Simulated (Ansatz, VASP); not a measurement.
MgO in VASP and in Ansatz

POSCAR

```
MgO
1.0
    0.0000000000      2.0970013927      2.0970013927
    2.0970013927      0.0000000000      2.0970013927
    2.0970013927      2.0970013927      0.0000000000
Mg O
1 1
Direct
    0.0000000000      0.0000000000      0.0000000000
    0.5000000000      0.5000000000      0.5000000000
```

Contents of INCAR.step1:

```
SYSTEM = MgO
PREC = Accurate ; ENCUT = 520
EDIFF = 1E-5 ; ISMEAR = -1
SIGMA = 0.05 ; LREAL = .FALSE.
LASPH = .TRUE. ; NELM = 60
ALGO = Normal ; ISIF = 2
LWAVE = .TRUE. ; GGA = PE
NBANDS = 11
```

The input INCAR.step2:

```
SYSTEM = MgO
PREC = Accurate ; ENCUT = 520
EDIFF = 1E-6 ; ISMEAR = -1
SIGMA = 0.05 ; LREAL = .FALSE.
LASPH = .TRUE. ; NELM = 60
ALGO = Normal ; ISIF = 2
LWAVE = .FALSE. ; LCHARG = .TRUE.
GGA = PS ; LHFCALC = .TRUE.
AEXX = 0.25 ; HFSCREEN = 0.207
PRECFOCK = Normal ; LELF = .TRUE.
LVHAR = .TRUE. ; ISTART = 1
NBANDS = 11
```

The input KPOINTS:

```
regular mesh
0
G
  6 6 6
  0 0 0
```

Contents of input.yaml:

```yaml
crystal:
  lattice:
    - [0.0, 2.0970013927, 2.0970013927]
    - [2.0970013927, 0.0, 2.0970013927]
    - [2.0970013927, 2.0970013927, 0.0]
  atoms:
    - { symbol: Mg, position: [0.0, 0.0, 0.0] }
    - { symbol: O, position: [0.5, 0.5, 0.5] }
hamiltonian:
  xc:
    exchange: hjs_pbesol
    correlation: pbesol
    exx: { coeff: 0.25, omega: 0.207 }
  pseudopotentials: { kind: paw }
kpoints:
  mp_grid: { grid: [6, 6, 6] }
  band_path:
    path:
      - [[0.0, 0.0, 0.0], [0.5, 0.0, 0.5], [0.5, 0.25, 0.75], [0.375, 0.375, 0.75], [0.0, 0.0, 0.0], [0.5, 0.5, 0.5], [0.625, 0.25, 0.625], [0.5, 0.25, 0.75], [0.5, 0.5, 0.5], [0.375, 0.375, 0.75]]
      - [[0.625, 0.25, 0.625], [0.5, 0.0, 0.5]]
    npoints: 4
scf:
  occupations: { method: fermi_dirac, width: 0.05 }
  n_extra_bands: 6
output:
  forces: true
  stress: true
  eigenvalues: true
  fatbands: false
```

Alike in both runs: functional PBEsol-based screened hybrid; k mesh 6 × 6 × 6; occupations fermi-dirac, width 0.05 eV; no spin polarisation.

```csv
,VASP,Ansatz
version,VASP 6.6.1,Ansatz 0.2.0
potentials or method,"VASP PAW PBE potentials, release 64 (Mg, O)",Ansatz PAW
plane-wave cutoff (eV),520,420
valence electrons in the cell,8,16
task,single point,band structure
```

```tsv
	VASP	Ansatz	Ansatz less VASP
gap on the k mesh at the Fermi level (eV)	6.51	6.54	+0.030
least direct gap on the mesh (eV)	6.51	6.54	+0.030
pressure (GPa)	-2.5	-2.3	+0.15
```

VASP's potentials were made for PBE, not for PBEsol-based screened hybrid. With one functional, cell and mesh, what is left measures potentials, basis and numerics. VASP's potentials hold 8 valence electrons a cell and Ansatz's 16, so a difference there can come from the potentials and not from the codes.

The k mesh is coarse, so the values compare programs but aren't converged.
